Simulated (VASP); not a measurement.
# Cu12F in VASP: further runs

Runs on Cu12F. Level: PBE. Tasks: single point.

Program: VASP 6.6.1. These are calculated values, not measurements. Logs are shortened: lines on timing, memory, paths and dates and some standing lists are left out, and cuts for length are marked.

### 1 The cell of the first run

The cell holds a slab with vacuum, 13 atoms: a = 5.132 Å, b = 5.132 Å, c = 19.622 Å, α = 90.00°, β = 90.00°, γ = 120.00°.

### 2 Single point, PBE

File INCAR:

```
SYSTEM = Cu12F
PREC = Accurate
ENCUT = 520
EDIFF = 1E-6
ISMEAR = 0
SIGMA = 0.1
LREAL = .FALSE.
LASPH = .TRUE.
NELM = 80
ALGO = Normal
ISIF = 2
LWAVE = .FALSE.
LCHARG = .FALSE.
LDIPOL = .TRUE.
IDIPOL = 3
DIPOL = 0.5 0.5 0.323
GGA = PE
NBANDS = 82
```

File KPOINTS:

```
Automatic mesh
0
G
  6 6 1
  0 0 0
```

File POSCAR:

```
Cu12F
1.0
    5.1319544646      0.0000000000      0.0000000000
   -2.5659772323      4.4444029374      0.0000000000
    0.0000000000      0.0000000000     19.6215700548
Cu F
12 1
Direct
    0.3333333333      0.1666666667      0.2038572851
    0.3333333333      0.6666666667      0.2038572851
    0.8333333333      0.1666666666      0.2038572851
    0.8333333333      0.6666666667      0.2038572851
    0.1666666667      0.3333333334      0.3088788036
    0.1666666667      0.8333333333      0.3088788036
    0.6666666667      0.3333333333      0.3088788036
    0.6666666667      0.8333333333      0.3088788036
    0.0000000000      0.0000000000      0.4139103055
    0.0000000000      0.5000000000      0.4139103055
    0.5000000000      0.0000000000      0.4139103055
    0.5000000000      0.5000000000      0.4139103055
    0.0000000000      0.2500000000      0.4928730623
```

Potentials or basis: VASP PAW PBE potentials, release 64 (Cu, F).

On the command line:

```
> cat potpaw_PBE.64/Cu/POTCAR potpaw_PBE.64/F/POTCAR > POTCAR
> mpirun -np 1 vasp_std > vasp.out
```

OUTCAR:

```text
SYSTEM = Cu12F
   PREC = Accurate
   ENCUT = 520
   EDIFF = 1E-6
   ISMEAR = 0
   LREAL = .FALSE.
   LASPH = .TRUE.
   NELM = 80
   ISIF = 2
   GGA = PE

 ion  position               nearest neighbor table
   1  0.333  0.167  0.204-   5 2.54   6 2.54   7 2.54   3 2.57   2 2.57   2 2.57   4 2.57   4 2.57
                             3 2.57
   2  0.333  0.667  0.204-   6 2.54   5 2.54   8 2.54   3 2.57   1 2.57   1 2.57   4 2.57   4 2.57
                             3 2.57
   3  0.833  0.167  0.204-   8 2.54   7 2.54   5 2.54   4 2.57   2 2.57   1 2.57   2 2.57   1 2.57
                             4 2.57
   4  0.833  0.667  0.204-   8 2.54   7 2.54   6 2.54   3 2.57   1 2.57   1 2.57   2 2.57   2 2.57
                             3 2.57
   5  0.167  0.333  0.309-   2 2.54   1 2.54   3 2.54  12 2.54  10 2.54   9 2.54   6 2.57   8 2.57
                             7 2.57   8 2.57   7 2.57   6 2.57
   6  0.167  0.833  0.309-   2 2.54   1 2.54   4 2.54  10 2.54  11 2.54   9 2.54   5 2.57   7 2.57
                             7 2.57   8 2.57   8 2.57   5 2.57
   7  0.667  0.333  0.309-   3 2.54   4 2.54   1 2.54  11 2.54  10 2.54  12 2.54   5 2.57   8 2.57
                             6 2.57   8 2.57   6 2.57   5 2.57
   8  0.667  0.833  0.309-   4 2.54   3 2.54   2 2.54  12 2.54   9 2.54  11 2.54   5 2.57   7 2.57
                             7 2.57   6 2.57   6 2.57   5 2.57
   9  0.000  0.000  0.414-  13 2.01   8 2.54   5 2.54   6 2.54  12 2.57  10 2.57  10 2.57  12 2.57
                            11 2.57  11 2.57
  10  0.000  0.500  0.414-  13 2.01   6 2.54   7 2.54   5 2.54  11 2.57   9 2.57   9 2.57  11 2.57
                            12 2.57  12 2.57
  11  0.500  0.000  0.414-   7 2.54   6 2.54   8 2.54  10 2.57  12 2.57  12 2.57  10 2.57   9 2.57
                             9 2.57
  12  0.500  0.500  0.414-   8 2.54   5 2.54   7 2.54   9 2.57  11 2.57  11 2.57   9 2.57  10 2.57
                            10 2.57
  13  0.000  0.250  0.493-   9 2.01  10 2.01

  LATTYP: Found a hexagonal cell.
 ALAT       =     5.1319544646
 C/A-ratio  =     3.8234107863

  Lattice vectors:

 A1 = (   5.1319544646,   0.0000000000,   0.0000000000)
 A2 = (  -2.5659772323,   4.4444029374,   0.0000000000)
 A3 = (   0.0000000000,   0.0000000000,  19.6215700548)

Analysis of symmetry for initial positions (statically):
=====================================================================
 Subroutine PRICEL returns:
 Original cell was already a primitive cell.

 Routine SETGRP: Setting up the symmetry group for a
 hexagonal supercell.

 Subroutine GETGRP returns: Found  2 space group operations
 (whereof  1 operations were pure point group operations)
 out of a pool of 24 trial point group operations.

The static configuration has the point symmetry C_1 .
 The point group associated with its full space group is C_1h.

Analysis of symmetry for dynamics (positions and initial velocities):
=====================================================================
 Subroutine PRICEL returns:
 Original cell was already a primitive cell.

 Routine SETGRP: Setting up the symmetry group for a
 hexagonal supercell.

 Subroutine GETGRP returns: Found  2 space group operations
 (whereof  1 operations were pure point group operations)
 out of a pool of 24 trial point group operations.

The dynamic configuration has the point symmetry C_1 .
 The point group associated with its full space group is C_1h.

 Subroutine INISYM returns: Found  2 space group operations
 (whereof  1 operations are pure point group operations),
 and found     1 'primitive' translations

----------------------------------------------------------------------------------------

                                     Primitive cell

  volume of cell :     447.5381

  direct lattice vectors                    reciprocal lattice vectors
     5.131954465  0.000000000  0.000000000     0.194857536  0.112501051  0.000000000
    -2.565977232  4.444402937  0.000000000     0.000000000  0.225002101  0.000000000
     0.000000000  0.000000000 19.621570055     0.000000000  0.000000000  0.050964321

  length of vectors
     5.131954465  5.131954465 19.621570055     0.225002101  0.225002101  0.050964321

  position of ions in fractional coordinates (direct lattice)
     0.333333333  0.166666667  0.203857285
     0.333333333  0.666666667  0.203857285
     0.833333333  0.166666667  0.203857285
     0.833333333  0.666666667  0.203857285
     0.166666667  0.333333333  0.308878804
     0.166666667  0.833333333  0.308878804
     0.666666667  0.333333333  0.308878804
     0.666666667  0.833333333  0.308878804
     0.000000000  0.000000000  0.413910306
     0.000000000  0.500000000  0.413910306
     0.500000000  0.000000000  0.413910306
     0.500000000  0.500000000  0.413910306
     0.000000000  0.250000000  0.492873062

  ion indices of the primitive-cell ions
   primitive index   ion index
                 1           1
                 2           2
                 3           3
                 4           4
                 5           5
                 6           6
                 7           7
                 8           8
                 9           9
                10          10
                11          11
                12          12
                13          13

----------------------------------------------------------------------------------------

 KPOINTS: Automatic mesh

Automatic generation of k-mesh.
 Grid dimensions read from file:
 generate k-points for:    6    6    1

 Generating k-lattice:

  Cartesian coordinates                     Fractional coordinates (reciprocal lattice)
     0.032476256  0.018750175  0.000000000     0.166666667 -0.000000000  0.000000000
     0.000000000  0.037500350  0.000000000     0.000000000  0.166666667  0.000000000
     0.000000000  0.000000000  0.050964321     0.000000000  0.000000000  1.000000000

  Length of vectors
     0.037500350  0.037500350  0.050964321

  Shift w.r.t. Gamma in fractional coordinates (k-lattice)
     0.000000000  0.000000000  0.000000000

 Subroutine IBZKPT returns following result:
 ===========================================

 Found     13 irreducible k-points:

 Following reciprocal coordinates:
            Coordinates               Weight
  0.000000  0.000000  0.000000      1.000000
  0.166667  0.000000  0.000000      2.000000
  0.000000  0.166667  0.000000      4.000000
  0.333333  0.000000  0.000000      2.000000
  0.000000  0.333333  0.000000      4.000000
  0.500000  0.000000  0.000000      1.000000
  0.000000  0.500000  0.000000      2.000000
  0.166667  0.166667  0.000000      4.000000
 -0.166667  0.333333  0.000000      2.000000
  0.333333  0.166667  0.000000      4.000000
 -0.166667  0.500000  0.000000      4.000000
  0.500000  0.333333  0.000000      4.000000
  0.333333  0.333333  0.000000      2.000000
   k-points           NKPTS =     13   k-points in BZ     NKDIM =     13   number of bands    NBANDS=     82
   number of dos      NEDOS =    301   number of ions     NIONS =     13
   total plane-waves  NPLWV = 240000
   dimension x,y,z NGX =    40 NGY =   40 NGZ =  150
   dimension x,y,z NGXF=    80 NGYF=   80 NGZF=  300
   ions per type =              12   1
   NGX,Y,Z   is equivalent  to a cutoff of  12.96, 12.96, 12.71 a.u.
   NGXF,Y,Z  is equivalent  to a cutoff of  25.92, 25.92, 25.42 a.u.
 SYSTEM =  Cu12F
   PREC   = accura    normal or accurate (medium, high low for compatibility)
   ISTART =      0    job   : 0-new  1-cont  2-samecut
   ICHARG =      2    charge: 1-file 2-atom 10-const
   ISPIN  =      1    spin polarized calculation?
   LNONCOLLINEAR =      F non collinear calculations
   LSORBIT =      F    spin-orbit coupling
   LASPH  =      T    aspherical Exc in radial PAW
   ENCUT  =  520.0 eV  38.22 Ry    6.18 a.u.   9.54  9.54 36.48*2*pi/ulx,y,z
   NELM   =     80;   NELMIN=  2; NELMDL= -5     # of ELM steps
   EDIFF  = 0.1E-05   stopping-criterion for ELM
   LREAL  =      F    real-space projection
   EDIFFG = 0.1E-04   stopping-criterion for IOM
   NSW    =      0    number of steps for IOM
   IBRION =     -1    ionic relax: 0-MD 1-quasi-New 2-CG
   NFREE  =      0    steps in history (QN), initial steepest desc. (CG)
   ISIF   =      2    stress and relaxation
   ISYM   =      2    0-nonsym 1-usesym 2-fastsym
   POTIM  = 0.5000    time-step for ionic-motion
   TEBEG  =    0.0;   TEEND  =   0.0 temperature during run
   PSTRESS=    0.0 pullay stress
   NELECT =     139.0000    total number of electrons
   NUPDOWN=      -1.0000    fix difference up-down
   EMIN   =  10.00;   EMAX   =-10.00  energy-range for DOS
   EFERMI =   0.00;   METHOD = LEGACY
   ISMEAR =     0;   SIGMA  =   0.10  broadening in eV -4-tet -1-fermi 0-gaus
   EFERMI_NEDOS =   21; number of points for ismear=-14 and -15
   IALGO  =     38    algorithm
   IMIX   =      4    mixing-type and parameters
     AMIX     =   0.40;   BMIX     =  1.00
     AMIX_MAG =   1.60;   BMIX_MAG =  1.00
  volume/ion in A,a.u.               =      34.43       232.32
  Fermi-wavevector in a.u.,A,eV,Ry     =   1.108672  2.095086 16.723652  1.229154
  Thomas-Fermi vector in A             =   2.245202
   LORBIT       =      0    0 simple, 1 ext, 2 COOP (PROOUT), +10 PAW based schemes
   GGA     = PE    functional components
   LHFCALC =     F    Hartree Fock is set to
   AEXX    =    0.0000 exact exchange contribution
   IVDW    =     0    specifies the selected vdW correction
   LEPSILON=     F    determine dielectric tensor
   LRPA    =     F    only Hartree local field effects (RPA)
 non-spin polarized calculation
 Gauss-broadening in eV      SIGMA  =   0.10
  energy-cutoff  :      520.00
  volume of cell :      447.54
 maximum number of plane-waves:     12109
 NGX is ok and might be reduce to    40
   NGX = 19   NGY = 19   NGZ = 73

 dipolmoment           0.000000      0.000000     -0.000009 electrons x Angstroem

 number of electron     139.0000019 magnetization

 dipolmoment           0.000000      0.000000      0.149772 electrons x Angstroem

 Free energy of the ion-electron system (eV)
  ---------------------------------------------------
  ext. energy  EPLUGINS =         0.00000000
  ---------------------------------------------------
  free energy    TOTEN  =       -45.35757870 eV

  energy without entropy =      -45.31304376  energy(sigma->0) =      -45.33531123

 E-fermi :  -1.0792     XC(G=0):  -5.1082

 val. band max:       -1.0843867251   @ k =   0.1667   0.0000   0.0000
 cond. band min:      -1.0778583087   @ k =   0.0000   0.1667   0.0000
 fundamental gap:      0.0065284164
 Fermi energy:        -1.0791545601

 k-point     1 :       0.0000    0.0000    0.0000
  band No.  band energies     occupation
      1     -23.8381      2.00000
      2      -9.6818      2.00000
      3      -7.7498      2.00000
      4      -6.4655      2.00000
      5      -6.1372      2.00000
      6      -5.9664      2.00000
[... 73 lines left out ...]
     80       3.5227      0.00000
     81       3.6182      0.00000

 k-point     2 :       0.1667    0.0000    0.0000
  band No.  band energies     occupation
      1     -23.8377      2.00000
      2      -9.4663      2.00000
      3      -7.5725      2.00000
      4      -6.4107      2.00000
      5      -6.1269      2.00000
      6      -6.0286      2.00000
[... 916 lines left out ...]
 k-point    13 :       0.3333    0.3333    0.0000
  band No.  band energies     occupation
      1     -23.8362      2.00000
      2      -7.3947      2.00000
      3      -7.3381      2.00000
      4      -7.3219      2.00000
      5      -6.4863      2.00000
      6      -6.1798      2.00000
[... 73 lines left out ...]
     80       4.0433      0.00000
     81       5.0770      0.00000
 [bands above 81 left out]

------------------------ aborting loop because EDIFF is reached ----------------------------------------

 vacuum level on the upper side and lower side of the slab       (xc-potential included)         0.444        -0.694

  FORCE on cell =-STRESS in cart. coord.  units (eV):
  Direction    XX          YY          ZZ          XY          YZ          ZX
  --------------------------------------------------------------------------------------
  -------------------------------------------------------------------------------------
  Total       -1.8453830     -1.7272387      0.8553164     -0.1023160      0.0173556      0.0300606
  in kB       -6.6064345     -6.1834799      3.0620158     -0.3662894      0.0621326      0.1076164
  external PRESSURE =      -3.2426329 kB  Pullay stress =       0.0000000 kB

 VOLUME and BASIS-vectors are now :
 -----------------------------------------------------------------------------
  energy-cutoff  :      520.00
  volume of cell :      447.54
      direct lattice vectors                 reciprocal lattice vectors
     5.131954465  0.000000000  0.000000000     0.194857536  0.112501051  0.000000000
    -2.565977232  4.444402937  0.000000000     0.000000000  0.225002101  0.000000000
     0.000000000  0.000000000 19.621570055     0.000000000  0.000000000  0.050964321

 POSITION                                       TOTAL-FORCE (eV/Angst)
 -----------------------------------------------------------------------------------
      1.28299      0.74073      4.00000        -0.044351      0.029967     -0.094672
     -0.00000      2.96294      4.00000         0.003777     -0.053393     -0.094672
      3.84897      0.74073      4.00000         0.046755      0.026994     -0.040325
      2.56598      2.96294      4.00000        -0.001621     -0.000936     -0.175101
      0.00000      1.48147      6.06069         0.002177      0.001257     -0.082348
     -1.28299      3.70367      6.06069        -0.050834     -0.029349      0.289111
      2.56598      1.48147      6.06069         0.010014      0.004979      0.083932
      1.28299      3.70367      6.06069         0.009318      0.006183      0.083932
      0.00000      0.00000      8.12157         0.243856     -0.355541      0.115467
     -1.28299      2.22220      8.12157        -0.185980      0.388956      0.115467
      2.56598      0.00000      8.12157        -0.147653     -0.085248     -0.110236
      1.28299      2.22220      8.12157         0.121883      0.070369     -0.139179
     -0.64149      1.11110      9.67094        -0.007340     -0.004238      0.048625
 -----------------------------------------------------------------------------------
    total drift:                               -0.000059     -0.000034     -0.007307

  FREE ENERGIE OF THE ION-ELECTRON SYSTEM (eV)
  ---------------------------------------------------
  free  energy   TOTEN  =       -45.3575787025 eV

  energy  without entropy=      -45.3130437642  energy(sigma->0) =      -45.33531123

 vacuum level on the upper side and lower side of the slab         4.812         3.641
```

Wall time 16 min (1 thread of Intel Xeon 6975P-C (Granite Rapids), shared host); peak memory 0.74 GiB.

What came out:

```yaml
Free_energy: -45.3576 eV
Largest_force: 0.446 eV/Å
Band_gap_on_the_k_mesh: zero (an odd number of electrons rules out a gap without spin polarisation)
```

Forces on the atoms (eV/Å):
```
Cu  -0.044  0.030 -0.095
Cu   0.004 -0.053 -0.095
Cu   0.047  0.027 -0.040
Cu  -0.002 -0.001 -0.175
Cu   0.002  0.001 -0.082
Cu  -0.051 -0.029  0.289
Cu   0.010  0.005  0.084
Cu   0.009  0.006  0.084
Cu   0.244 -0.356  0.115
Cu  -0.186  0.389  0.115
Cu  -0.148 -0.085 -0.110
Cu   0.122  0.070 -0.139
F   -0.007 -0.004  0.049
```

Caveat: an odd number of electrons without spin polarisation forces a metal; a magnetic or distorted state may lie lower. With open d or f shells a metallic result of PBE can be an artefact of self-interaction; +U or a hybrid may open a gap.

### 3 Single point, PBE

File INCAR:

```
SYSTEM = Cu12F
PREC = Accurate
ENCUT = 520
EDIFF = 1E-7
ISMEAR = 0
SIGMA = 0.1
LREAL = .False.
LASPH = .True.
NELM = 100
ALGO = Normal
ISIF = 2
LWAVE = .False.
LCHARG = .False.
LDIPOL = .True.
IDIPOL = 3
DIPOL = 0.5 0.5 0.324
GGA = PE
NBANDS = 82
```

File KPOINTS:

```
regular mesh
0
Gamma
  6 6 1
  0 0 0
```

File POSCAR:

```
Cu12F
1.0
    5.1319544646      0.0000000000      0.0000000000
   -2.5659772323      4.4444029374      0.0000000000
    0.0000000000      0.0000000000     19.6215700548
Cu F
12 1
Direct
    0.3333333334      0.1666666667      0.2038572851
    0.3333333334      0.6666666667      0.2038572851
    0.8333333334      0.1666666667      0.2038572851
    0.8333333333      0.6666666667      0.2038572851
    0.1666666667      0.3333333333      0.3088788036
    0.1666666667      0.8333333333      0.3088788036
    0.6666666667      0.3333333333      0.3088788036
    0.6666666667      0.8333333333      0.3088788036
    0.0000000000      0.0000000000      0.4139103055
    0.0000000000      0.5000000000      0.4139103055
    0.5000000000      0.0000000000      0.4139103055
    0.5000000000      0.5000000000      0.4139103055
    0.0833333334      0.1666666667      0.5009480755
```

Potentials or basis: VASP PAW PBE potentials, release 64 (Cu, F).

On the command line:

```
> cat potpaw_PBE.64/Cu/POTCAR potpaw_PBE.64/F/POTCAR > POTCAR
> mpirun -np 1 vasp_std > vasp.out
```

It took 15 min on 1 thread of Intel Xeon 6975P-C (Granite Rapids), shared host; peak memory 0.74 GiB.

The run converged. Its results:

- Free energy: -45.1283 eV
- Largest force: 0.517 eV/Å
- Band gap on the k mesh: zero (an odd number of electrons rules out a gap without spin polarisation)

Forces on the atoms (eV/Å):
```
Cu  -0.053  0.011 -0.068
Cu   0.000 -0.039 -0.084
Cu   0.053  0.011 -0.068
Cu   0.000  0.019 -0.168
Cu   0.000 -0.001 -0.051
Cu  -0.041  0.006  0.149
Cu   0.000 -0.006  0.113
Cu   0.041  0.006  0.149
Cu   0.000 -0.482 -0.184
Cu  -0.027  0.014  0.095
Cu   0.000 -0.055 -0.100
Cu   0.027  0.014  0.095
F    0.000  0.503  0.120
```

Levels at points of the mesh, in eV from the Fermi level:
| k point | band 67 | band 68 | band 69 | band 70 | band 71 | band 72 | band 73 | band 74 |
| --- | --- | --- | --- | --- | --- | --- | --- | --- |
| (0.00, 0.00, 0.00) | -0.88 | 0.06 | 0.14 | 0.16 | 0.73 | 1.17 | 1.27 | 1.38 |
| (0.50, 0.00, 0.00) | -1.33 | -0.98 | -0.02 | 0.04 | 0.61 | 0.85 | 1.31 | 1.53 |
| (0.00, 0.50, 0.00) | -1.36 | -0.92 | -0.01 | 0.03 | 0.66 | 0.84 | 1.34 | 1.46 |

Caveat: an odd number of electrons without spin polarisation forces a metal; a magnetic or distorted state may lie lower. With open d or f shells a metallic result of PBE can be an artefact of self-interaction; +U or a hybrid may open a gap.
